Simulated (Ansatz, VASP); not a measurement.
One calculation of HgTe, two programs

The input INCAR:

```
SYSTEM = HgTe
  PREC = Accurate
  ENCUT = 520
  EDIFF = 1E-6
  ISMEAR = -1
  SIGMA = 0.05
  LREAL = .False.
  LASPH = .True.
  NELM = 60
  ALGO = Normal
  ISIF = 2
  LWAVE = .False.
  LCHARG = .False.
  GGA = CA
  NBANDS = 16
```

Contents of KPOINTS:

```
regular mesh
0
Gamma
  7 7 7
  0 0 0
```

POSCAR

```
HgTe
1.0
    0.0000000000      3.2775454177      3.2775454177
    3.2775454177      0.0000000000      3.2775454177
    3.2775454177      3.2775454177      0.0000000000
Hg Te
1 1
Direct
    0.0000000000      0.0000000000      0.0000000000
    0.7500000000      0.7500000000      0.7500000000
```

input.yaml

```yaml
crystal:
  lattice:
    - [0.0, 3.2775454177, 3.2775454177]
    - [3.2775454177, 0.0, 3.2775454177]
    - [3.2775454177, 3.2775454177, 0.0]
  atoms:
    - { symbol: Hg, position: [0.0, 0.0, 0.0] }
    - { symbol: Te, position: [0.75, 0.75, 0.75] }
hamiltonian:
  xc: lda
  pseudopotentials: { kind: paw }
kpoints:
  mp_grid: { grid: [7, 7, 7] }
scf:
  occupations: { method: fermi_dirac, width: 0.05 }
output:
  forces: true
  stress: true
  eigenvalues: true
```

Alike in both runs: task single point; functional LDA; k mesh 7 × 7 × 7; occupations fermi-dirac, width 0.05 eV; no spin polarisation.

|  | VASP | Ansatz |
| --- | --- | --- |
| version | VASP 6.6.1 | Ansatz 0.2.0 |
| potentials or method | VASP PAW LDA potentials, release 64 (Hg, Te) | Ansatz PAW |
| plane-wave cutoff (eV) | 520 | 420 |
| valence electrons in the cell | 18 | 36 |

|  | VASP | Ansatz | Ansatz less VASP |
| --- | --- | --- | --- |
| gap on the k mesh at the Fermi level (eV) | none | none | - |
| pressure (GPa) | -2.1 | -2.3 | -0.21 |

LDA's correlation is that of Perdew and Zunger in VASP and of Perdew and Wang (1992) in Ansatz. A gap of «none» marks a metal or a gap that the smearing closes. VASP's potentials hold 18 valence electrons a cell and Ansatz's 36, so a difference there can come from the potentials and not from the codes.

Spin-orbit coupling is off throughout.
